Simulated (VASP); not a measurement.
Write the native input for VASP 6.6.1 that does the following.

```
Task                   : single point
Functional             : PBE
Potentials or basis    : VASP PAW PBE potentials, release 64 (Be, C)
Cutoff                 : 600 eV
k mesh                 : 6 × 6 × 6
Occupations            : gaussian, width 0.01 eV
Spin                   : no spin polarisation
Dipole correction      : no
Further INCAR settings : ALGO = Normal; EDIFF = 1e-06; NBANDS = 11
```

The structure of Be2C lies in POSCAR:

```
Be2C
1.0
    0.0000000000      2.1604856457      2.1604856457
    2.1604856457      0.0000000000      2.1604856457
    2.1604856457      2.1604856457      0.0000000000
Be C
2 1
Direct
    0.7500000000      0.7500000000      0.7500000000
    0.2500000000      0.2500000000      0.2500000000
    0.0000000000      0.0000000000      0.0000000000
```

These files were run (other wordings do the same):

INCAR

```
  ALGO = Normal
  EDIFF = 1E-6
  ENCUT = 600
  GGA = PE
  GGA_COMPAT = False
  ISIF = 2
  ISMEAR = 0
  LASPH = True
  LCHARG = True
  LELF = True
  LREAL = False
  LVHAR = True
  LWAVE = False
  NBANDS = 11
  NELM = 120
  PREC = Accurate
  SIGMA = 0.01
```

KPOINTS

```
k-points
0
Gamma
  6 6 6
```

Potentials or basis: VASP PAW PBE potentials, release 64 (Be, C).

The run is started by

```sh
$ cat potpaw_PBE.64/Be/POTCAR potpaw_PBE.64/C/POTCAR > POTCAR
$ mpirun -np 1 vasp_std > vasp.out
```

It gave:

```
Pressure               : 1.3 GPa
Band gap on the k mesh : 1.16 eV (least direct gap 4.14 eV)
```

Wall time 6.7 s on 1 thread of AMD EPYC 7R43 64-Core Processor (Zen 3) (shared host), peak memory 0.1 GiB.
